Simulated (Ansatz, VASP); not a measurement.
## InBAs2: VASP beside Ansatz

```
B As In
1.0
     3.85887    0.00000    0.00000
     0.00000    3.85887    0.00000
     0.00000    0.00000    5.93807
B As In
1 2 1
Direct
  0.00000 0.00000 0.00000
  0.00000 0.50000 0.19232
  0.50000 0.00000 0.80768
  0.50000 0.50000 0.50000
```

Alike in both runs: task single point; functional PBE; k mesh 6 × 6 × 4; occupations fermi-dirac, width 0.02 eV; no spin polarisation.

```csv
,VASP,Ansatz
version,VASP 6.6.1,Ansatz 0.2.0
potentials or method,"VASP PAW PBE potentials, release 64 (B, As, In_d)","plane waves, PAW"
plane-wave cutoff (eV),520,420
valence electrons in the cell,26,46
```

|  | VASP | Ansatz | Ansatz less VASP |
| --- | --- | --- | --- |
| pressure (GPa) | -3.7 | -3.8 | -0.11 |
| rms of the force components (eV/Å) | 0.037 | 0.033 | -0.0042 |

VASP's potentials hold 26 valence electrons a cell and Ansatz's 46, so a difference there can come from the potentials and not from the codes.
